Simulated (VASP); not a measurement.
A run of VASP 6.6.1 is set up as follows.

Contents of POSCAR:

```
BN
1.0
    2.7582547698      0.0000000000      0.0000000000
   -1.3791273849      2.3887187008      0.0000000000
    0.0000000000      0.0000000000      4.0577808000
B N
2 2
Direct
    0.6666666667      0.3333333333      0.9997240000
    0.3333333333      0.6666666667      0.4997240000
    0.6666666667      0.3333333333      0.6252760000
    0.3333333333      0.6666666667      0.1252760000
```

Contents of INCAR.step1:

```
ALGO = Normal ; EDIFF = 1E-4
ENCUT = 520 ; GGA = PE
ISMEAR = 0 ; LASPH = T
LCHARG = F ; LREAL = F
LWAVE = T ; NBANDS = 16
NELM = 60 ; PREC = Accurate
SIGMA = 0.05
```

File INCAR.step2:

```
ALGO = Normal ; EDIFF = 1E-7
ENCUT = 520 ; ISIF = 2
ISMEAR = 0 ; ISTART = 1
LASPH = T ; LCHARG = F
LMIXTAU = T ; LREAL = F
LWAVE = F ; METAGGA = R2SCAN
NBANDS = 16 ; NELM = 60
PREC = Accurate ; SIGMA = 0.05
```

KPOINTS

```
k-points
0
Gamma
  12 12 6
```

Potentials or basis: VASP PAW PBE potentials, release 64 (B, N).

The run is started by

```console
$ cat potpaw_PBE.64/B/POTCAR potpaw_PBE.64/N/POTCAR > POTCAR
$ cp INCAR.step1 INCAR
$ mpirun -np 1 vasp_std > vasp.out
$ cp INCAR.step2 INCAR
$ mpirun -np 1 vasp_std > vasp.out
```

What does it give for the largest force?

0.036 eV/Å.

Estimate the pressure.

-32.1 GPa.

Predict the band gap on the k mesh.

5.57 eV, indirect (least direct gap 6.50 eV).

Forces on the atoms (eV/Å):
```
B    0.000  0.000  0.036
B    0.000  0.000  0.036
N    0.000  0.000 -0.036
N    0.000  0.000 -0.036
```

Caveat: the cell differs from its parent crystal (strain +0.080 along x and y, -0.040 along z); the PAW data sets were made with another functional, which shifts forces and pressure a little. A k mesh can miss the band edges.
